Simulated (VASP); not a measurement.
A run of VASP 6.6.1 is set up as follows.

File INCAR:

```
PREC = Accurate
ENCUT = 520
EDIFF = 1E-6
ISMEAR = 1
SIGMA = 0.1
LREAL = F
LASPH = T
NELM = 80
ALGO = Normal
ISIF = 2
LWAVE = F
LCHARG = F
GGA = CA
NBANDS = 12
```

The input KPOINTS:

```
regular mesh
0
Gamma
  14 14 14
```

POSCAR

```
Cu
1.0
   -1.4183341563      1.4183341563      1.3527530866
    1.4183341563     -1.4183341563      1.3527530866
    1.4183341563      1.4183341563     -1.3527530866
Cu
1
Direct
    0.0000000000      0.0000000000      0.0000000000
```

Potentials or basis: VASP PAW LDA potentials, release 64 (Cu).

The run is started by

```bash
$ cat potpaw_LDA.64/Cu/POTCAR > POTCAR
$ mpirun -np 1 vasp_std > vasp.out
```

Problem. Estimate the pressure.

Solution. 1.6 GPa.

Stress tensor (GPa, compression positive):
```
1.81 0.00 0.00
0.00 1.81 0.00
0.00 0.00 1.21
```
